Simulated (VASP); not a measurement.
# Ca (I4/mmm) in VASP: settings compared, part 2 of 2

VASP 6.6.1. Earlier steps stand in the parts before.

### 4 Single point, r2SCAN

This run uses another cell than the first one, of 43.33 Å³/atom.

Contents of POSCAR:

```
Ca
1.0
   -2.2149865690      2.2149865690      2.2078132586
    2.2149865690     -2.2149865690      2.2078132586
    2.2149865690      2.2149865690     -2.2078132586
Ca
1
Direct
    0.5000000000      0.5000000000      0.0000000000
```

Contents of INCAR.step1:

```
ALGO     = Normal         # electronic algorithm
EDIFF    = 1E-4           # SCF threshold, eV
ENCUT    = 520            # plane-wave cutoff, eV
GGA      = PE             # functional
ISMEAR   = -1             # smearing method
LASPH    = True           # aspherical terms in the spheres
LCHARG   = False          # write CHGCAR
LREAL    = False          # projectors in reciprocal space
LWAVE    = True           # write WAVECAR
NBANDS   = 11             # bands
NELM     = 60             # most SCF steps
PREC     = Accurate       # precision mode
SIGMA    = 0.05           # smearing width, eV
```

Contents of INCAR.step2:

```
ALGO     = Normal         # electronic algorithm
EDIFF    = 1E-7           # SCF threshold, eV
ENCUT    = 520            # plane-wave cutoff, eV
ISIF     = 2              # what is computed and relaxed
ISMEAR   = -1             # smearing method
ISTART   = 1            
LASPH    = True           # aspherical terms in the spheres
LCHARG   = True           # write CHGCAR
LELF     = True           # ELF
LMIXTAU  = True         
LREAL    = False          # projectors in reciprocal space
LVHAR    = True         
LWAVE    = False          # write WAVECAR
METAGGA  = R2SCAN         # meta-GGA
NBANDS   = 11             # bands
NELM     = 60             # most SCF steps
PREC     = Accurate       # precision mode
SIGMA    = 0.05           # smearing width, eV
```

Contents of KPOINTS:

```
k-points
0
Gamma
  9 9 9
```

Potentials or basis: VASP PAW PBE potentials, release 64 (Ca_sv).

Command:

```bash
cat potpaw_PBE.64/Ca_sv/POTCAR > POTCAR
cp INCAR.step1 INCAR
mpirun -np 1 vasp_std > vasp.out
cp INCAR.step2 INCAR
mpirun -np 1 vasp_std > vasp.out
```

OUTCAR:

```text
EDIFF = 1E-7
   ENCUT = 520
   ISIF = 2
   ISMEAR = -1
   ISTART = 1
   LASPH = True
   LREAL = False
   METAGGA = R2SCAN
   NELM = 60
   PREC = Accurate

 ion  position               nearest neighbor table
   1  0.500  0.500  0.000-

  LATTYP: Found a body centered tetragonal cell.
 ALAT       =     4.4299731380
 C/A-ratio  =     0.9967614655

  Lattice vectors:

 A1 = (  -2.2149865690,   2.2149865690,   2.2078132586)
[... 515 lines left out ...]
     10       6.7645      0.00000
     11       7.5905      0.00000

 [... further k-points ...]

------------------------ aborting loop because EDIFF is reached ----------------------------------------

  FORCE on cell =-STRESS in cart. coord.  units (eV):
  Direction    XX          YY          ZZ          XY          YZ          ZX
  --------------------------------------------------------------------------------------
  -------------------------------------------------------------------------------------
  Total        0.0140421      0.0140421      0.0185554      0.0000000     -0.0000000      0.0000000
  in kB        0.5192506      0.5192506      0.6861471      0.0000000     -0.0000000      0.0000000
  external PRESSURE =       0.5748828 kB  Pullay stress =       0.0000000 kB

 VOLUME and BASIS-vectors are now :
 -----------------------------------------------------------------------------
  energy-cutoff  :      520.00
  volume of cell :       43.33
      direct lattice vectors                 reciprocal lattice vectors
    -2.214986569  2.214986569  2.207813259     0.000000000  0.225735003  0.226468429
     2.214986569 -2.214986569  2.207813259     0.225735003  0.000000000  0.226468429
     2.214986569  2.214986569 -2.207813259     0.225735003  0.225735003  0.000000000

 POSITION                                       TOTAL-FORCE (eV/Angst)
 -----------------------------------------------------------------------------------
      0.00000      0.00000      2.20781        -0.000000      0.000000     -0.000000
 -----------------------------------------------------------------------------------
    total drift:                                0.000000     -0.000000      0.000000

  FREE ENERGIE OF THE ION-ELECTRON SYSTEM (eV)
  ---------------------------------------------------
  free  energy   TOTEN  =        -7.0219303910 eV

  energy  without entropy=       -7.0101029799  energy(sigma->0) =       -7.01601669
```

OUTCAR.step1:

```text
EDIFF = 1E-4
   ENCUT = 520
   GGA = PE
   ISMEAR = -1
   LASPH = True
[... 552 lines left out ...]

 POSITION                                       TOTAL-FORCE (eV/Angst)
 -----------------------------------------------------------------------------------
      0.00000      0.00000      2.20781         0.000000      0.000000      0.000000
 -----------------------------------------------------------------------------------
    total drift:                                0.000000     -0.000000      0.000000

  FREE ENERGIE OF THE ION-ELECTRON SYSTEM (eV)
  ---------------------------------------------------
  free  energy   TOTEN  =        -1.9168745676 eV

  energy  without entropy=       -1.9020981607  energy(sigma->0) =       -1.90948636
```

OSZICAR.step1:

```text
N       E                     dE             d eps       ncg     rms          rms(c)
DAV:   1     0.702498523812E+02    0.70250E+02   -0.53111E+03  1650   0.804E+02
DAV:   2     0.151004641197E+01   -0.68740E+02   -0.68048E+02  1776   0.220E+02
DAV:   3    -0.178292227123E+01   -0.32930E+01   -0.32620E+01  2934   0.396E+01
DAV:   4    -0.192266983908E+01   -0.13975E+00   -0.13935E+00  2096   0.479E+00
DAV:   5    -0.192393543806E+01   -0.12656E-02   -0.12655E-02  2337   0.551E-01    0.223E+00
DAV:   6    -0.191799785276E+01    0.59376E-02   -0.10931E-02  2039   0.113E+00    0.136E+00
DAV:   7    -0.191727863760E+01    0.71922E-03   -0.17276E-02  1867   0.151E+00    0.100E-01
DAV:   8    -0.191685522822E+01    0.42341E-03   -0.18108E-03  1986   0.416E-01    0.194E-02
DAV:   9    -0.191687456757E+01   -0.19339E-04   -0.88694E-05  1761   0.764E-02
   1 F= -.19168746E+01 E0= -.19094864E+01  d E =-.147764E-01
```

It took 77 s on 1 thread of Intel Xeon 6975P-C (Granite Rapids), shared host; peak memory 0.18 GiB.

Results:

* Free energy: -7.0219 eV
* Pressure: 0.1 GPa
* Band gap on the k mesh: zero (bands 5 and 6 overlap by 0.31 eV)

Levels at points of the mesh, in eV from the Fermi level:
```
           k point  band 2  band 3  band 4  band 5  band 6  band 7  band 8  band 9
(0.00, 0.00, 0.00)  -23.94  -23.94  -23.94   -4.29    2.60    2.62    2.62    3.67
```

Caveat: the PAW data sets were made with another functional, which shifts forces and pressure a little.

### 5 Relaxation of cell and atoms, r2SCAN

Contents of POSCAR:

```
Ca
1.0
   -2.2052049036      2.2052049036      2.1961148100
    2.2052049036     -2.2052049036      2.1961148100
    2.2052049036      2.2052049036     -2.1961148100
Ca
1
Direct
    0.5000000000      0.5000000000      0.0000000000
```

Contents of INCAR.step1:

```
PREC = Accurate ; ENCUT = 600
ISMEAR = -1 ; SIGMA = 0.05
LREAL = False ; LASPH = True
NELM = 60 ; GGA = PE
ALGO = Normal ; EDIFF = 1E-4
LWAVE = True ; LCHARG = False
```

Contents of INCAR.step2:

```
PREC = Accurate ; ENCUT = 600
EDIFF = 1E-6 ; ISMEAR = -1
SIGMA = 0.05 ; LREAL = False
LASPH = True ; NELM = 60
ALGO = Normal ; ISIF = 3
LWAVE = False ; LCHARG = False
METAGGA = R2SCAN ; LMIXTAU = True
IBRION = 2 ; NSW = 60
EDIFFG = -0.01 ; ISTART = 1
```

Contents of KPOINTS:

```
Automatic mesh
0
Gamma
  9 9 9
```

Potentials or basis: VASP PAW PBE potentials, release 64 (Ca_sv).

Command:

```bash
cat potpaw_PBE.64/Ca_sv/POTCAR > POTCAR
cp INCAR.step1 INCAR
mpirun -np 1 vasp_std > vasp.out
cp INCAR.step2 INCAR
mpirun -np 1 vasp_std > vasp.out
```

OUTCAR:

```text
PREC = Accurate
   ENCUT = 600
   EDIFF = 1E-6
   ISMEAR = -1
   LREAL = False
   LASPH = True
   NELM = 60
   ISIF = 3
   METAGGA = R2SCAN
   IBRION = 2
   NSW = 60
   EDIFFG = -0.01
   ISTART = 1

 ion  position               nearest neighbor table
   1  0.500  0.500  0.000-

  LATTYP: Found a body centered tetragonal cell.
 ALAT       =     4.4104098072
 C/A-ratio  =     0.9958778916

  Lattice vectors:

 A1 = (  -2.2052049036,   2.2052049036,   2.1961148100)
 A2 = (   2.2052049036,  -2.2052049036,   2.1961148100)
 A3 = (   2.2052049036,   2.2052049036,  -2.1961148100)

Analysis of symmetry for initial positions (statically):
=====================================================================
 Subroutine PRICEL returns:
 Original cell was already a primitive cell.
[... 253 lines left out ...]
 Fermi energy:         1.9383842448

 k-point     1 :       0.0000    0.0000    0.0000
  band No.  band energies     occupation
      1     -41.9830      2.00000
      2     -22.0125      2.00000
      3     -22.0122      2.00000
      4     -22.0122      2.00000
      5      -2.3507      2.00000
      6       4.5342      0.00000
      7       4.5519      0.00000
      8       4.5519      0.00000
      9       5.5983      0.00000
[... 265 lines left out ...]
 k-point    24 :       0.4444    0.4444   -0.0000
  band No.  band energies     occupation
      1     -41.9690      2.00000
      2     -22.1396      2.00000
      3     -22.0611      2.00000
      4     -22.0177      2.00000
      5       1.2352      2.00000
      6       1.7861      1.90924
      7       3.4481      0.00000
      8       5.4544      0.00000
      9       5.8975      0.00000

 [... further k-points ...]

------------------------ aborting loop because EDIFF is reached ----------------------------------------

  FORCE on cell =-STRESS in cart. coord.  units (eV):
  Direction    XX          YY          ZZ          XY          YZ          ZX
  --------------------------------------------------------------------------------------
  -------------------------------------------------------------------------------------
  Total       -0.0015137     -0.0015137      0.0038642      0.0000000      0.0000000      0.0000000
  in kB       -0.0557661     -0.0557661      0.1423627      0.0000000      0.0000000      0.0000000
  external PRESSURE =       0.0102768 kB  Pullay stress =       0.0000000 kB
[... 16 lines left out ...]
  FREE ENERGIE OF THE ION-ELECTRON SYSTEM (eV)
  ---------------------------------------------------
  free  energy   TOTEN  =        -7.0233527961 eV

  energy  without entropy=       -7.0115906087  energy(sigma->0) =       -7.01747170

 reached required accuracy - stopping structural energy minimisation
```

OUTCAR.step1:

```text
PREC = Accurate
   ENCUT = 600
   ISMEAR = -1
   LREAL = False
   LASPH = True
   NELM = 60
[... 503 lines left out ...]
 POSITION                                       TOTAL-FORCE (eV/Angst)
 -----------------------------------------------------------------------------------
      0.00000      0.00000      2.19611        -0.000000      0.000000      0.000000
 -----------------------------------------------------------------------------------
    total drift:                                0.000000     -0.000000      0.000000

  FREE ENERGIE OF THE ION-ELECTRON SYSTEM (eV)
  ---------------------------------------------------
  free  energy   TOTEN  =        -1.9178672774 eV

  energy  without entropy=       -1.9028228096  energy(sigma->0) =       -1.91034504
```

It took 2.4 min on 1 thread of Intel Xeon 6975P-C (Granite Rapids), shared host; peak memory 0.19 GiB.

What came out:

- Free energy: -7.0234 eV
- Relaxed volume: 43.49 Å³/atom
- Relaxed cell: a = 3.837 Å, b = 3.837 Å, c = 3.837 Å, α = 109.37°, β = 109.37°, γ = 109.68°
- Space group after relaxing (to 0.1 Å): Im-3m (No. 229)
- Energy gained by relaxing: 0.8 meV/atom
- Ionic steps: 3
- Pressure after relaxing: 0.0 GPa
- Band gap on the k mesh: zero (bands 5 and 6 overlap by 0.31 eV)

The path:
```tsv
step	energy change (eV)	largest force (eV/Å)	pressure (GPa)	volume (Å³)
1	0.0000	0.0000	0.33	42.72
2	-0.0008	0.0000	0.10	43.27
3	-0.0008	0.0000	0.00	43.49
```

Final structure:
```yaml
crystal:
  lattice:
    - [-2.21814, 2.21814, 2.20974]
    - [2.21814, -2.21814, 2.20974]
    - [2.21814, 2.21814, -2.20974]
  atoms:
    - { symbol: Ca, position: [0.50000, 0.50000, 0.00000] }
```

Caveat: the PAW data sets were made with another functional, which shifts forces and pressure a little.

### 6 Summary

```tsv
task	level	cell	cutoff (eV)	gap on the mesh (eV)	pressure (GPa)
single point	r2SCAN+D4	a = 3.816 Å, angles 109.4, 109.4, 109.7°, 1 atom	520	none	0.1
single point	r2SCAN+rVV10	a = 3.816 Å, angles 109.4, 109.4, 109.7°, 1 atom	520	none	0.1
single point	r2SCAN	a = 3.832 Å, angles 109.4, 109.4, 109.6°, 1 atom	520	none	0.1
relaxation of cell and atoms	r2SCAN	relaxed from a = 3.814 Å, angles 109.4, 109.4, 109.7°, 1 atom	600	none	0.0
```

Alike in all rows: potentials or basis VASP PAW PBE potentials, release 64 (Ca_sv); no spin polarisation; k mesh 9 × 9 × 9; smearing fermi-dirac 0.05 eV.

Caveats: the PAW data sets were made with another functional, which shifts forces and pressure a little.

Absolute energies hang on the potentials; compare differences alone.
